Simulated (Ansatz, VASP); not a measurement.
## SnTe in VASP and in Ansatz

Contents of INCAR:

```
ALGO = Normal ; EDIFF = 1E-6
ENCUT = 500 ; GGA = PS
GGA_COMPAT = F ; ISIF = 2
ISMEAR = 1 ; LASPH = T
LCHARG = F ; LREAL = F
LWAVE = F ; NBANDS = 17
NELM = 120 ; PREC = Accurate
SIGMA = 0.05
```

File KPOINTS:

```
k-points
0
Gamma
  6 6 6
```

The input POSCAR:

```
SnTe
1.0
    0.0000000000      3.1893303407      3.1893303407
    3.1893303407      0.0000000000      3.1893303407
    3.1893303407      3.1893303407      0.0000000000
Sn Te
1 1
Direct
    0.0000000000      0.0000000000      0.0000000000
    0.5000000000      0.5000000000      0.5000000000
```

Input for Ansatz:

```yaml
crystal:
  lattice:
    - [0.0, 3.1893303407, 3.1893303407]
    - [3.1893303407, 0.0, 3.1893303407]
    - [3.1893303407, 3.1893303407, 0.0]
  atoms:
    - { symbol: Sn, position: [0.0, 0.0, 0.0] }
    - { symbol: Te, position: [0.5, 0.5, 0.5] }
kpoints:
  mp_grid: { grid: [6, 6, 6] }
hamiltonian:
  xc: pbesol
scf:
  occupations: { method: cold, width: 0.05 }
  n_extra_bands: 4
output:
  forces: true
  stress: true
  eigenvalues: true
```

Alike in both runs: task single point; functional PBEsol; k mesh 6 × 6 × 6; no spin polarisation.

|  | VASP | Ansatz |
| --- | --- | --- |
| version | VASP 6.6.1 | Ansatz 0.2.0 |
| potentials or method | VASP PAW PBE potentials, release 64 (Sn_d, Te) | plane waves |
| plane-wave cutoff (eV) | 500 | 420 |
| occupations | methfessel-paxton of order 1, width 0.05 eV | cold, width 0.05 eV |
| valence electrons in the cell | 20 | 30 |

|  | VASP | Ansatz | Ansatz less VASP |
| --- | --- | --- | --- |
| pressure (GPa) | -1.9 | -1.9 | +0.03 |

VASP's potentials were made for PBE, not for PBEsol. VASP's potentials hold 20 valence electrons a cell and Ansatz's 30, so a difference there can come from the potentials and not from the codes.

Neither program's run includes spin-orbit coupling.
